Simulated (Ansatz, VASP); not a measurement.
## One calculation of KBr, two programs

The input INCAR:

```
ALGO = Normal
EDIFF = 1E-6
ENCUT = 520
GGA = PE
ISIF = 2
ISMEAR = 0
LASPH = T
LCHARG = F
LREAL = F
LWAVE = F
NBANDS = 15
NELM = 80
PREC = Accurate
SIGMA = 0.05
```

The input KPOINTS:

```
k-points
0
Gamma
  6 6 6
```

The input POSCAR:

```
KBr
1.0
    0.0000000000      3.1278750000      3.3748125000
    3.1278750000      0.0000000000      3.3748125000
    3.1278750000      3.1278750000      0.0000000000
K Br
1 1
Direct
    0.0000000000      0.0000000000      0.0000000000
    0.5000000000      0.5000000000      0.5000000000
```

Input for Ansatz:

```yaml
crystal:
  lattice:
    - [0.0, 3.127875, 3.3748125]
    - [3.127875, 0.0, 3.3748125]
    - [3.127875, 3.127875, 0.0]
  atoms:
    - { symbol: K, position: [0.0, 0.0, 0.0] }
    - { symbol: Br, position: [0.5, 0.5, 0.5] }
basis:
  ecutwfc: 420
kpoints:
  mp_grid: { grid: [6, 6, 6] }
hamiltonian:
  xc: pbe
scf:
  occupations: { method: gaussian, width: 0.05 }
output:
  forces: true
  stress: true
  eigenvalues: true
```

Change from the starting cell: strain -0.050 along x and y, +0.025 along z, atoms carried along.

Alike in both runs: task single point; functional PBE; k mesh 6 × 6 × 6; occupations gaussian, width 0.05 eV; no spin polarisation.

```csv
,VASP,Ansatz
version,VASP 6.6.1,Ansatz 0.2.0
potentials or method,"VASP PAW PBE potentials, release 64 (K_sv, Br), cutoff 520 eV","scalar-relativistic, plane waves, PAW"
valence electrons in the cell,16,16
```

|  | VASP | Ansatz | Ansatz less VASP |
| --- | --- | --- | --- |
| gap on the k mesh at the Fermi level (eV) | 4.63 | 4.63 | +0.002 |
| least direct gap on the mesh (eV) | 4.63 | 4.63 | +0.002 |
| pressure (GPa) | 2.8 | 2.8 | -0.07 |
| traceless stress, the component that is largest in VASP (GPa) | -2.29 | -2.25 | +0.036 |

With one functional, cell and mesh, what is left measures potentials, basis and numerics.
